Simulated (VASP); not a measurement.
Crystal: Co.

```
Co
1.0
    -1.41457    1.39291    1.39216
     1.44298   -1.37513    1.40278
     1.41127    1.37182   -1.37438
Co
1
Direct
  0.00000 0.00000 0.00000
```

Base run:

```yaml
Program: VASP 6.6.1
Functional: PBE
Potentials_or_basis: VASP PAW PBE potentials, release 64 (Co)
Cutoff: 520 eV
k_mesh: 11 × 11 × 11
Occupations: fermi-dirac, width 0.05 eV
Spin: collinear spin, ferromagnetic start
Starting_moments: "[1.0] μB"
Fixed_moment: 1 μB
```

Its results: pressure -7.1 GPa; site moments Co +1.02 μB.

Question: The run is repeated on the same cell with these changes: fixed moment from 1 μB to 2.5 μB; moments at the start from [1.0] to [2.5]. What comes out?

Answer: Pressure 17.1 GPa; site moments Co +2.44 μB.

Caveats: the total moment is fixed, so each spin has its own Fermi level; the cell stands under tension (at least some runs); the cell stands under pressure (at least some runs).
